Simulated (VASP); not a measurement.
# Ca3AsP in VASP: settings compared, part 2 of 2

VASP 6.6.1. The steps go on from the part before.

## 5. Single point, PBE

Input file INCAR:

```
SYSTEM = Ca3AsP
  ALGO = Normal
  EDIFF = 1E-6
  ENCUT = 520
  GGA = PE
  ISIF = 2
  ISMEAR = -1
  LASPH = .True.
  LCHARG = .False.
  LREAL = .False.
  LWAVE = .False.
  NBANDS = 28
  NELM = 100
  PREC = Accurate
  SIGMA = 0.05
```

Input file KPOINTS:

```
k-points
0
Gamma
  5 5 5
  0 0 0
```

Input file POSCAR:

```
Ca3AsP
1.0
    5.3338990000      0.0000000000      0.0000000000
    0.0000000000      5.3338990000      0.0000000000
    0.0000000000      0.0000000000      5.3338990000
As Ca P
1 3 1
Direct
    0.0000000000      0.0000000000      0.0000000000
    0.5000000000      0.5000000000      0.0000000000
    0.5000000000      0.0000000000      0.5000000000
    0.0000000000      0.5000000000      0.5000000000
    0.5000000000      0.5000000000      0.5000000000
```

Potentials or basis: VASP PAW PBE potentials, release 64 (As, Ca_sv, P).

On the command line:

```bash
cat potpaw_PBE.64/As/POTCAR potpaw_PBE.64/Ca_sv/POTCAR potpaw_PBE.64/P/POTCAR > POTCAR
mpirun -np 1 vasp_std > vasp.out
```

OUTCAR:

```text
SYSTEM = Ca3AsP
   EDIFF = 1E-6
   ENCUT = 520
   GGA = PE
   ISIF = 2
   ISMEAR = -1
   LASPH = .True.
   LREAL = .False.
   NELM = 100
   PREC = Accurate

 ion  position               nearest neighbor table
   1  0.000  0.000  0.000-
   2  0.500  0.500  0.000-   5 2.67   5 2.67
   3  0.500  0.000  0.500-   5 2.67   5 2.67
   4  0.000  0.500  0.500-   5 2.67   5 2.67
   5  0.500  0.500  0.500-   2 2.67   3 2.67   4 2.67   2 2.67   3 2.67   4 2.67

  LATTYP: Found a simple cubic cell.
 ALAT       =     5.3338990000

  Lattice vectors:

 A1 = (   5.3338990000,   0.0000000000,   0.0000000000)
 A2 = (   0.0000000000,   5.3338990000,   0.0000000000)
 A3 = (   0.0000000000,   0.0000000000,   5.3338990000)

Analysis of symmetry for initial positions (statically):
=====================================================================
 Subroutine PRICEL returns:
 Original cell was already a primitive cell.

 Routine SETGRP: Setting up the symmetry group for a
 simple cubic supercell.

 Subroutine GETGRP returns: Found 48 space group operations
 (whereof 48 operations were pure point group operations)
 out of a pool of 48 trial point group operations.

The static configuration has the point symmetry O_h .

Analysis of symmetry for dynamics (positions and initial velocities):
=====================================================================
 Subroutine PRICEL returns:
 Original cell was already a primitive cell.

 Routine SETGRP: Setting up the symmetry group for a
 simple cubic supercell.

 Subroutine GETGRP returns: Found 48 space group operations
 (whereof 48 operations were pure point group operations)
 out of a pool of 48 trial point group operations.

The dynamic configuration has the point symmetry O_h .

 Subroutine INISYM returns: Found 48 space group operations
 (whereof 48 operations are pure point group operations),
[... 104 lines left out ...]
   IALGO  =     38    algorithm
   IMIX   =      4    mixing-type and parameters
     AMIX     =   0.40;   BMIX     =  1.00
     AMIX_MAG =   1.60;   BMIX_MAG =  1.00
  volume/ion in A,a.u.               =      30.35       204.81
  Fermi-wavevector in a.u.,A,eV,Ry     =   1.049663  1.983576 14.990806  1.101793
  Thomas-Fermi vector in A             =   2.184635
   LORBIT       =      0    0 simple, 1 ext, 2 COOP (PROOUT), +10 PAW based schemes
   GGA     = PE    functional components
   LHFCALC =     F    Hartree Fock is set to
   AEXX    =    0.0000 exact exchange contribution
   IVDW    =     0    specifies the selected vdW correction
   LEPSILON=     F    determine dielectric tensor
   LRPA    =     F    only Hartree local field effects (RPA)
 non-spin polarized calculation
  energy-cutoff  :      520.00
  volume of cell :      151.75
 maximum number of plane-waves:      4098
 NGX is ok and might be reduce to    40
   NGX = 19   NGY = 19   NGZ = 19

 number of electron      39.9999982 magnetization

 Free energy of the ion-electron system (eV)
  ---------------------------------------------------
  ext. energy  EPLUGINS =         0.00000000
  ---------------------------------------------------
  free energy    TOTEN  =       -20.16398924 eV

  energy without entropy =      -20.16289818  energy(sigma->0) =      -20.16344371

 E-fermi :   2.7560     XC(G=0):  -8.4491

 val. band max:        2.6319509853   @ k =   0.0000   0.0000   0.0000
 cond. band min:       2.8157689996   @ k =   0.0000   0.0000   0.0000
 fundamental gap:      0.1838180143
 Fermi energy:         2.7559787135

 k-point     1 :       0.0000    0.0000    0.0000
  band No.  band energies     occupation
      1     -38.5053      2.00000
      2     -38.4803      2.00000
      3     -38.4803      2.00000
      4     -19.6106      2.00000
      5     -19.6106      2.00000
      6     -19.6106      2.00000
[... 299 lines left out ...]
     27       5.7456      0.00000
     28       6.6407      0.00000

------------------------ aborting loop because EDIFF is reached ----------------------------------------

  FORCE on cell =-STRESS in cart. coord.  units (eV):
  Direction    XX          YY          ZZ          XY          YZ          ZX
  --------------------------------------------------------------------------------------
  -------------------------------------------------------------------------------------
  Total        0.0176759      0.0176759      0.0176759      0.0000000     -0.0000000     -0.0000000
  in kB        0.1866203      0.1866203      0.1866203      0.0000000     -0.0000000     -0.0000000
  external PRESSURE =       0.1866203 kB  Pullay stress =       0.0000000 kB

 VOLUME and BASIS-vectors are now :
 -----------------------------------------------------------------------------
  energy-cutoff  :      520.00
  volume of cell :      151.75
      direct lattice vectors                 reciprocal lattice vectors
     5.333899000  0.000000000  0.000000000     0.187480115  0.000000000  0.000000000
     0.000000000  5.333899000  0.000000000     0.000000000  0.187480115  0.000000000
     0.000000000  0.000000000  5.333899000     0.000000000  0.000000000  0.187480115

 POSITION                                       TOTAL-FORCE (eV/Angst)
 -----------------------------------------------------------------------------------
      0.00000      0.00000      0.00000         0.000000      0.000000      0.000000
      2.66695      2.66695      0.00000         0.000000      0.000000      0.000000
      2.66695      0.00000      2.66695         0.000000      0.000000      0.000000
      0.00000      2.66695      2.66695         0.000000      0.000000      0.000000
      2.66695      2.66695      2.66695         0.000000      0.000000      0.000000
 -----------------------------------------------------------------------------------
    total drift:                                0.000000     -0.000000     -0.000000

  FREE ENERGIE OF THE ION-ELECTRON SYSTEM (eV)
  ---------------------------------------------------
  free  energy   TOTEN  =       -20.1639892402 eV

  energy  without entropy=      -20.1628981835  energy(sigma->0) =      -20.16344371
```

Run time: 42 s. Hardware: 1 thread of AMD EPYC 7R13 (Zen 3), shared host; peak memory 0.22 GiB.

Results:

- Free energy: -20.1640 eV
- Pressure: 0.0 GPa
- Band gap on the k mesh: 0.18 eV

Levels at points of the mesh, in eV from the valence-band top:
```
           k point  band 17  band 18  band 19  band 20  band 21  band 22  band 23  band 24
(0.00, 0.00, 0.00)    -1.71     0.00     0.00     0.00     0.18     0.90     0.90     1.10
```

## 6. Single point, PBE (atoms moved at random)

Input file INCAR:

```
ALGO = Normal
EDIFF = 1E-6
ENCUT = 520
GGA = PE
ISIF = 2
ISMEAR = -1
LASPH = True
LCHARG = False
LREAL = False
LWAVE = False
NBANDS = 28
NELM = 60
PREC = Accurate
SIGMA = 0.05
```

Input file KPOINTS:

```
k-points
0
Gamma
  5 5 5
```

Input file POSCAR:

```
Ca3AsP
1.0
    5.3338990000      0.0000000000      0.0000000000
    0.0000000000      5.3338990000      0.0000000000
    0.0000000000      0.0000000000      5.3338990000
As Ca P
1 3 1
Direct
   -0.0023740000      0.0033560000      0.0014920000
    0.5075020000      0.4988090000     -0.0011910000
    0.5048980000     -0.0044760000      0.5013890000
   -0.0014580000      0.5008800000      0.4980360000
    0.5017480000      0.5048880000      0.5024490000
```

Potentials or basis: VASP PAW PBE potentials, release 64 (As, Ca_sv, P).

On the command line:

```bash
cat potpaw_PBE.64/As/POTCAR potpaw_PBE.64/Ca_sv/POTCAR potpaw_PBE.64/P/POTCAR > POTCAR
mpirun -np 1 vasp_std > vasp.out
```

It took 3.8 min on 1 thread of AMD EPYC 7R13 (Zen 3), shared host; peak memory 0.37 GiB.

The run converged. Its results:

```yaml
Free_energy: -20.1502 eV
Pressure: 0.1 GPa
Largest_force: 0.489 eV/Å
Band_gap_on_the_k_mesh: 0.19 eV
```

Forces on the atoms (eV/Å):
```
As  -0.056  0.021  0.015
Ca   0.000 -0.049  0.178
Ca   0.000  0.488 -0.016
Ca   0.231 -0.048 -0.018
P   -0.175 -0.412 -0.159
```

Stress tensor (GPa, compression positive):
```
 0.03 -0.01  0.00
-0.01  0.11 -0.01
 0.00 -0.01  0.02
```

Levels at points of the mesh, in eV from the valence-band top:
| k point | band 16 | band 17 | band 18 | band 19 | band 20 | band 21 | band 22 | band 23 | band 24 | band 25 |
| --- | --- | --- | --- | --- | --- | --- | --- | --- | --- | --- |
| (0.00, 0.00, 0.00) | -1.71 | -1.71 | -0.01 | 0.00 | 0.00 | 0.19 | 0.90 | 0.91 | 1.10 | 1.11 |

Caveat: the cell differs from its parent crystal (atoms moved at random).

## 7. Summary

```csv
task,level,cell,k mesh,cutoff (eV),smearing,gap on the mesh (eV),pressure (GPa),relaxed volume (Å³/atom)
relaxation of cell and atoms,PBE+D3(BJ),"relaxed, atomic positions A",5 × 5 × 5,600,fermi-dirac 0.05 eV,0.27,0.0,29.19
relaxation of cell and atoms,PBE+D4,"relaxed, atomic positions A",5 × 5 × 5,600,fermi-dirac 0.05 eV,0.24,0.0,29.64
single point,PBE,"as given, atomic positions A",8 × 8 × 8,520,methfessel-paxton 0.05 eV,0.18,0.0,-
single point,PBE,"as given, atomic positions A",5 × 5 × 5,520,fermi-dirac 0.05 eV,0.18,0.0,-
single point,PBE,"as given, atomic positions B",5 × 5 × 5,520,fermi-dirac 0.05 eV,0.19,0.1,-
```

Alike in all rows: potentials or basis VASP PAW PBE potentials, release 64 (As, Ca_sv, P); no spin polarisation.

Total energies depend on the potentials used, so only differences within one code and one set of settings carry meaning.
